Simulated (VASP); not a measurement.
TaN, 2 atoms in the cell. The structure is cubic, space group Fm-3m (No. 225). The conventional cell has a = 4.358 Å, b = 4.358 Å, c = 4.358 Å, α = 90.00°, β = 90.00°, γ = 90.00°. Within 2.9 Å of Ta (site symmetry m-3m) lie 6 N at 2.18 Å. Within 2.9 Å of N (site symmetry m-3m) lie 6 Ta at 2.18 Å. 

```yaml
Program: VASP 6.6.1
Task: relaxation of cell and atoms
Functional: r2SCAN
Potentials_or_basis: VASP PAW PBE potentials, release 64 (Ta_pv, N)
Cutoff: 600 eV
k_mesh: 10 × 10 × 10
Occupations: fermi-dirac, width 0.05 eV
Spin: no spin polarisation
Hubbard_terms: Ta d U = 4.0 eV
Dipole_correction: no
Further_INCAR_settings: ALGO = Normal; EDIFF = 1e-06; IBRION = 2; EDIFFG = -0.01; NSW = 60; ISIF = 3
```

Potentials or basis: VASP PAW PBE potentials, release 64 (Ta_pv, N).

Command:

```bash
$ cat potpaw_PBE.64/Ta_pv/POTCAR potpaw_PBE.64/N/POTCAR > POTCAR
$ cp INCAR.step1 INCAR
$ mpirun -np 1 vasp_std > vasp.out
$ cp INCAR.step2 INCAR
$ mpirun -np 1 vasp_std > vasp.out
```

Hardware: 1 thread of Intel Xeon 8259CL (shared host).

Q: How long does it take, and how much memory?

A: Wall time 4.9 min on 1 thread of Intel Xeon 8259CL, with other jobs on the host, peak memory 0.18 GiB. Counts: k points 47, ion steps 4.
